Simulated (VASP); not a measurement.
A run of VASP 6.6.1:

INCAR

```
SYSTEM = CoW3
PREC = Accurate ; ENCUT = 600
EDIFF = 1E-7 ; ISMEAR = 0
SIGMA = 0.1 ; LREAL = .False.
LASPH = .True. ; NELM = 150
ALGO = Normal ; ISIF = 3
LWAVE = .False. ; LCHARG = .False.
ISPIN = 2 ; MAGMOM = 3.2 0 0 0
LORBIT = 11 ; LMAXMIX = 4
GGA = PE ; IBRION = 2
NSW = 60 ; EDIFFG = -0.01
```

KPOINTS

```
Automatic mesh
0
Gamma
  6 6 6
  0 0 0
```

Contents of POSCAR:

```
CoW3
1.0
    3.9073510000      0.0000000000      0.0000000000
    0.0000000000      3.9073510000      0.0000000000
    0.0000000000      0.0000000000      3.9073510000
Co W
1 3
Direct
    0.0000000000      0.0000000000      0.0000000000
    0.0000000000      0.5000000000      0.5000000000
    0.5000000000      0.0000000000      0.5000000000
    0.5000000000      0.5000000000      0.0000000000
```

Potentials or basis: VASP PAW PBE potentials, release 64 (Co, W_sv).

Command:

```sh
$ cat potpaw_PBE.64/Co/POTCAR potpaw_PBE.64/W_sv/POTCAR > POTCAR
$ mpirun -np 1 vasp_std > vasp.out
```

Hardware: 1 thread of Intel(R) Xeon(R) Platinum 8375C CPU @ 2.90GHz (Ice Lake) (shared host).

Task: How long does it take, and how much memory?

Result: Run time: 3 min on 1 thread of Intel(R) Xeon(R) Platinum 8375C CPU @ 2.90GHz (Ice Lake), on a shared host, peak memory 0.25 GiB. Counts: scf iterations 45, k points 20, ion steps 3.
